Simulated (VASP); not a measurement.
# ZnO (P6_3mc) in VASP: further runs, part 2 of 2

VASP 6.6.1. The steps go on from the part before.

**5. Single point, PBEsol**

This run uses another cell than the first one, of 12.00 Å³/atom, 1.040 times its volume.

The input, INCAR:

```
  ALGO = Normal
  EDIFF = 1E-6
  ENCUT = 520
  GGA = PS
  ISIF = 2
  ISMEAR = 0
  LASPH = T
  LCHARG = F
  LREAL = F
  LWAVE = F
  NBANDS = 26
  NELM = 80
  PREC = Accurate
  SIGMA = 0.02
```

The input, KPOINTS:

```
k-points
0
Gamma
  9 9 6
```

The input, POSCAR:

```
ZnO
1.0
    3.2951270871      0.0000000000      0.0000000000
   -1.6475635436      2.8536637661      0.0000000000
    0.0000000000      0.0000000000      5.1046944380
Zn O
2 2
Direct
    0.6666666667      0.3333333333      0.4953089552
    0.3333333333      0.6666666667     -0.0046910448
    0.6666666667      0.3333333333      0.8850010448
    0.3333333333      0.6666666667      0.3850010448
```

Potentials or basis: VASP PAW PBE potentials, release 64 (Zn, O).

Run with:

```console
$ cat potpaw_PBE.64/Zn/POTCAR potpaw_PBE.64/O/POTCAR > POTCAR
$ mpirun -np 1 vasp_std > vasp.out
```

OUTCAR:

```text
EDIFF = 1E-6
   ENCUT = 520
   GGA = PS
   ISIF = 2
   ISMEAR = 0
   LASPH = T
   LREAL = F
   NELM = 80
   PREC = Accurate

 ion  position               nearest neighbor table
   1  0.667  0.333  0.495-   4 1.98   4 1.98   4 1.98   3 1.99
   2  0.333  0.667  0.995-   3 1.98   3 1.98   3 1.98   4 1.99
   3  0.667  0.333  0.885-   2 1.98   2 1.98   2 1.98   1 1.99
   4  0.333  0.667  0.385-   1 1.98   1 1.98   1 1.98   2 1.99

  LATTYP: Found a hexagonal cell.
 ALAT       =     3.2951270871
 C/A-ratio  =     1.5491646614

  Lattice vectors:

 A1 = (   3.2951270871,   0.0000000000,   0.0000000000)
 A2 = (  -1.6475635436,   2.8536637661,   0.0000000000)
 A3 = (   0.0000000000,   0.0000000000,   5.1046944380)

Analysis of symmetry for initial positions (statically):
=====================================================================
 Subroutine PRICEL returns:
 Original cell was already a primitive cell.

 Routine SETGRP: Setting up the symmetry group for a
 hexagonal supercell.

 Subroutine GETGRP returns: Found 12 space group operations
 (whereof  6 operations were pure point group operations)
 out of a pool of 24 trial point group operations.

The static configuration has the point symmetry C_3v.
 The point group associated with its full space group is C_6v.

Analysis of symmetry for dynamics (positions and initial velocities):
=====================================================================
 Subroutine PRICEL returns:
 Original cell was already a primitive cell.

 Routine SETGRP: Setting up the symmetry group for a
 hexagonal supercell.

 Subroutine GETGRP returns: Found 12 space group operations
 (whereof  6 operations were pure point group operations)
 out of a pool of 24 trial point group operations.

[... 115 lines left out ...]
   PSTRESS=    0.0 pullay stress
   NELECT =      36.0000    total number of electrons
   NUPDOWN=      -1.0000    fix difference up-down
   EMIN   =  10.00;   EMAX   =-10.00  energy-range for DOS
   EFERMI =   0.00;   METHOD = LEGACY
   ISMEAR =     0;   SIGMA  =   0.02  broadening in eV -4-tet -1-fermi 0-gaus
   EFERMI_NEDOS =   21; number of points for ismear=-14 and -15
   IALGO  =     38    algorithm
   IMIX   =      4    mixing-type and parameters
     AMIX     =   0.40;   BMIX     =  1.00
     AMIX_MAG =   1.60;   BMIX_MAG =  1.00
  volume/ion in A,a.u.               =      12.00        80.98
  Fermi-wavevector in a.u.,A,eV,Ry     =   1.487399  2.810776 30.100919  2.212355
  Thomas-Fermi vector in A             =   2.600564
   LORBIT       =      0    0 simple, 1 ext, 2 COOP (PROOUT), +10 PAW based schemes
   GGA     = PS    functional components
   LHFCALC =     F    Hartree Fock is set to
   AEXX    =    0.0000 exact exchange contribution
   IVDW    =     0    specifies the selected vdW correction
   LEPSILON=     F    determine dielectric tensor
   LRPA    =     F    only Hartree local field effects (RPA)
 non-spin polarized calculation
 Gauss-broadening in eV      SIGMA  =   0.02
  energy-cutoff  :      520.00
  volume of cell :       48.00
 maximum number of plane-waves:      1320
 NGX is ok and might be reduce to    28
   NGX = 13   NGY = 13   NGZ = 19

 number of electron      36.0000013 magnetization

 Free energy of the ion-electron system (eV)
  ---------------------------------------------------
  ext. energy  EPLUGINS =         0.00000000
  ---------------------------------------------------
  free energy    TOTEN  =       -19.39176207 eV

  energy without entropy =      -19.39176207  energy(sigma->0) =      -19.39176207

 E-fermi :   1.0649     XC(G=0): -11.1395

 val. band max:        0.9482649051   @ k =   0.0000   0.0000   0.0000
 cond. band min:       1.6560694187   @ k =   0.0000   0.0000   0.0000
 fundamental gap:      0.7078045136
 Fermi energy:         1.0648662232

 k-point     1 :       0.0000    0.0000    0.0000
  band No.  band energies     occupation
      1     -16.9920      2.00000
      2     -16.2069      2.00000
      3      -4.7151      2.00000
      4      -4.7151      2.00000
      5      -4.5524      2.00000
      6      -4.5524      2.00000
[... 685 lines left out ...]
     25      14.1291      0.00000
     26      15.0761      0.00000

 [... further k-points ...]
[... 5 lines left out ...]
  --------------------------------------------------------------------------------------
  -------------------------------------------------------------------------------------
  Total       -0.9770137     -0.9770137      0.2814090      0.0000000     -0.0000000      0.0000000
  in kB      -32.6111810    -32.6111810      9.3929911      0.0000000     -0.0000000      0.0000000
  external PRESSURE =     -18.6097903 kB  Pullay stress =       0.0000000 kB

 VOLUME and BASIS-vectors are now :
 -----------------------------------------------------------------------------
  energy-cutoff  :      520.00
  volume of cell :       48.00
      direct lattice vectors                 reciprocal lattice vectors
     3.295127087  0.000000000  0.000000000     0.303478432  0.175213354  0.000000000
    -1.647563544  2.853663766  0.000000000     0.000000000  0.350426708  0.000000000
     0.000000000  0.000000000  5.104694438     0.000000000  0.000000000  0.195898111

 POSITION                                       TOTAL-FORCE (eV/Angst)
 -----------------------------------------------------------------------------------
      1.64756      0.95122      2.52840        -0.000000      0.000000     -0.007326
     -0.00000      1.90244      5.08075         0.000000     -0.000000     -0.007326
      1.64756      0.95122      4.51766        -0.000000      0.000000      0.007326
     -0.00000      1.90244      1.96531        -0.000000      0.000000      0.007326
 -----------------------------------------------------------------------------------
    total drift:                               -0.000000      0.000000     -0.000782

  FREE ENERGIE OF THE ION-ELECTRON SYSTEM (eV)
  ---------------------------------------------------
  free  energy   TOTEN  =       -19.3917620719 eV

  energy  without entropy=      -19.3917620719  energy(sigma->0) =      -19.39176207
```

OSZICAR:

```text
N       E                     dE             d eps       ncg     rms          rms(c)
DAV:   1     0.292281406695E+03    0.29228E+03   -0.18197E+04  2528   0.202E+03
DAV:   2     0.102192165026E+02   -0.28206E+03   -0.26396E+03  2596   0.411E+02
DAV:   3    -0.215366200703E+02   -0.31756E+02   -0.31317E+02  2808   0.139E+02
DAV:   4    -0.221868126887E+02   -0.65019E+00   -0.64857E+00  2758   0.202E+01
DAV:   5    -0.221900185658E+02   -0.32059E-02   -0.32057E-02  2704   0.149E+00    0.138E+01
DAV:   6    -0.192655835443E+02    0.29244E+01   -0.55980E+00  3914   0.607E+01    0.882E+00
DAV:   7    -0.194415733383E+02   -0.17599E+00   -0.26419E+00  2576   0.159E+01    0.530E+00
DAV:   8    -0.194407238622E+02    0.84948E-03   -0.51269E-01  3488   0.722E+00    0.164E+00
DAV:   9    -0.193898479239E+02    0.50876E-01   -0.95818E-02  3602   0.615E+00    0.358E-01
DAV:  10    -0.193917091957E+02   -0.18613E-02   -0.37029E-02  2534   0.132E+00    0.109E-01
DAV:  11    -0.193917387633E+02   -0.29568E-04   -0.55121E-04  2736   0.208E-01    0.221E-02
DAV:  12    -0.193917632265E+02   -0.24463E-04   -0.62293E-05  2612   0.171E-01    0.169E-02
DAV:  13    -0.193917663531E+02   -0.31266E-05   -0.89371E-06  2956   0.760E-02    0.177E-02
DAV:  14    -0.193917621195E+02    0.42336E-05   -0.78568E-06  3212   0.364E-02    0.293E-03
DAV:  15    -0.193917620719E+02    0.47593E-07   -0.17137E-06  1498   0.107E-02
   1 F= -.19391762E+02 E0= -.19391762E+02  d E =-.803968E-19
```

stdout:

```text
POSCAR found type information on POSCAR ZnO
 POSCAR found :  2 types and       4 ions
 scaLAPACK will be used
 -----------------------------------------------------------------------------
|                                                                             |
|                                                                             |
|     You enforced a specific xc type in the INCAR file but a different       |
|     I HOPE YOU KNOW WHAT YOU ARE DOING!                                     |
|                                                                             |
 -----------------------------------------------------------------------------

 LDA part: xc-table for (Slater+PW92), standard interpolation
 POSCAR, INCAR and KPOINTS ok, starting setup
 FFT: planning ... GRIDC
 FFT: planning ... GRID_SOFT
 FFT: planning ... GRID
 WAVECAR not read
 entering main loop
```

It took 56 s on 1 thread of Intel Xeon Platinum 8488C (Sapphire Rapids), shared host; peak memory 0.2 GiB.

What came out:

```
Free energy            : -19.3918 eV
Pressure               : -1.9 GPa
Largest force          : 0.007 eV/Å
Band gap on the k mesh : 0.71 eV, direct
```

Forces on the atoms (eV/Å):
```
Zn   0.000  0.000 -0.007
Zn   0.000  0.000 -0.007
O    0.000  0.000  0.007
O    0.000  0.000  0.007
```

Levels at points of the mesh, in eV from the valence-band top:
```tsv
k point	band 15	band 16	band 17	band 18	band 19	band 20	band 21	band 22
(0.00, 0.00, 0.00)	-0.80	-0.08	0.00	0.00	0.71	4.94	8.39	12.39
(0.00, 0.00, 0.50)	-0.39	-0.39	-0.39	-0.39	3.41	3.41	10.14	10.14
```

Caveat: the PAW data sets were made with another functional, which shifts forces and pressure a little. As with any semilocal functional, this PBEsol gap is likely too small.

**6. Single point, PBEsol (biaxial strain in the a-b plane: +2.0 %)**

The input, INCAR:

```
SYSTEM = ZnO
PREC = Accurate
ENCUT = 520
EDIFF = 1E-6
ISMEAR = 0
SIGMA = 0.02
LREAL = .False.
LASPH = .True.
NELM = 100
ALGO = Normal
ISIF = 2
LWAVE = .False.
LCHARG = .False.
GGA = PS
NBANDS = 26
```

The input, KPOINTS:

```
regular mesh
0
Gamma
  9 9 6
  0 0 0
```

The input, POSCAR:

```
ZnO
1.0
    3.2951270871      0.0000000000      0.0000000000
   -1.6475635436      2.8536637662      0.0000000000
    0.0000000000      0.0000000000      5.1513690556
Zn O
2 2
Direct
    0.6666666667      0.3333333333      0.5006385776
    0.3333333333      0.6666666667      0.0006385776
    0.6666666667      0.3333333333      0.8796714224
    0.3333333333      0.6666666667      0.3796714224
```

Potentials or basis: VASP PAW PBE potentials, release 64 (Zn, O).

Run with:

```console
$ cat potpaw_PBE.64/Zn/POTCAR potpaw_PBE.64/O/POTCAR > POTCAR
$ mpirun -np 1 vasp_std > vasp.out
```

Wall time 53 s (1 thread of Intel Xeon Platinum 8488C (Sapphire Rapids), shared host); peak memory 0.2 GiB.

The run converged. Its results:

* Free energy: -19.3810 eV
* Pressure: -2.7 GPa
* Largest force: 0.281 eV/Å
* Band gap on the k mesh: 0.69 eV, direct

Forces on the atoms (eV/Å):
```
Zn   0.000  0.000 -0.281
Zn   0.000  0.000 -0.281
O    0.000  0.000  0.281
O    0.000  0.000  0.281
```

Stress tensor (GPa, compression positive):
```
-5.04  0.00  0.00
 0.00 -5.04  0.00
 0.00  0.00  2.00
```

Levels at points of the mesh, in eV from the valence-band top:
| k point | band 15 | band 16 | band 17 | band 18 | band 19 | band 20 | band 21 | band 22 |
| --- | --- | --- | --- | --- | --- | --- | --- | --- |
| (0.00, 0.00, 0.00) | -0.86 | -0.01 | 0.00 | 0.00 | 0.69 | 4.99 | 8.33 | 12.44 |
| (0.00, 0.00, 0.50) | -0.42 | -0.42 | -0.42 | -0.42 | 3.38 | 3.38 | 10.13 | 10.13 |

Caveat: the cell differs from its parent crystal (biaxial strain in the a-b plane: +2.0 %); the PAW data sets were made with another functional, which shifts forces and pressure a little.

**7. The runs side by side**

```tsv
cell	gap on the mesh (eV)	pressure (GPa)	largest force (eV/Å)
a = 3.166, b = 3.166, c = 5.316 Å, angles 90.0, 90.0, 120.0°, 4 atoms	0.66	3.9	0.01
a = 3.231, b = 3.231, c = 5.214 Å, angles 90.0, 90.0, 120.0°, 4 atoms	0.69	0.7	-
a = 3.295, b = 3.295, c = 5.105 Å, angles 90.0, 90.0, 120.0°, 4 atoms	0.71	-1.9	0.01
a = 3.295, b = 3.295, c = 5.151 Å, angles 90.0, 90.0, 120.0°, 4 atoms	0.69	-2.7	0.28
```

Alike in all rows: task single point; level PBEsol; potentials or basis VASP PAW PBE potentials, release 64 (Zn, O); no spin polarisation; k mesh 9 × 9 × 6; cutoff (eV) 520; smearing gaussian 0.02 eV.

Caveats: the PAW data sets were made with another functional, which shifts forces and pressure a little.

Total energies depend on the potentials used, so only differences within one code and one set of settings carry meaning.
